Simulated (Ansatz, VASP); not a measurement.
One calculation of P, two programs

The input INCAR:

```
SYSTEM = P
PREC = Accurate
ENCUT = 520
EDIFF = 1E-6
ISMEAR = 0
SIGMA = 0.05
LREAL = .False.
LASPH = .True.
NELM = 60
ALGO = Normal
ISIF = 2
LWAVE = .False.
LCHARG = .False.
GGA = PE
NBANDS = 18
```

Contents of KPOINTS:

```
regular mesh
0
Gamma
  8 1 6
  0 0 0
```

File POSCAR:

```
P
1.0
    3.7762868780      0.0000000000      0.0000000000
    0.0000000000     40.0855856385      0.0000000000
    0.0000000000      0.0000000000      4.6320847100
P
4
Direct
    0.0000000000      0.9702614300      0.5921507200
    0.0000000000      0.0297385700      0.4078492800
    0.5000000000      0.0297385700      0.0921507200
    0.5000000000      0.9702614300      0.9078492800
```

Input for Ansatz:

```yaml
crystal:
  lattice:
    - [3.776286878, 0.0, 0.0]
    - [0.0, 40.0855856385, 0.0]
    - [0.0, 0.0, 4.63208471]
  atoms:
    - { symbol: P, position: [0.0, 0.97026143, 0.59215072] }
    - { symbol: P, position: [0.0, 0.02973857, 0.40784928] }
    - { symbol: P, position: [0.5, 0.02973857, 0.09215072] }
    - { symbol: P, position: [0.5, 0.97026143, 0.90784928] }
basis:
  ecutwfc: 420
kpoints:
  mp_grid: { grid: [8, 1, 6] }
hamiltonian:
  xc: pbe
scf:
  occupations: { method: gaussian, width: 0.05 }
output:
  forces: true
  stress: true
  eigenvalues: true
```

Change from the starting cell: strain +0.1500 x Voigt [1, 1, 0, 0, 0, 0], atoms carried along.

Alike in both runs: task single point; functional PBE; k mesh 8 × 1 × 6; occupations gaussian, width 0.05 eV; no spin polarisation.

|  | VASP | Ansatz |
| --- | --- | --- |
| version | VASP 6.6.1 | Ansatz 0.2.0 |
| potentials or method | VASP PAW PBE potentials, release 64 (P), cutoff 520 eV | scalar-relativistic, plane waves, PAW |
| valence electrons in the cell | 20 | 20 |

Ansatz gave:

| Item | Value |
| --- | --- |
| gap on the k mesh at the Fermi level (eV) | 0.27 |
| least direct gap on the mesh (eV) | 0.48 |
| rms of the force components (eV/Å) | 0.796 |

Task: Which values does VASP return?

Result: gap on the k mesh at the Fermi level (eV): 0.29; least direct gap on the mesh (eV): 0.51; rms of the force components (eV/Å): 0.804.

Atom by atom the forces differ by 0.015 eV/Å (rms over components).
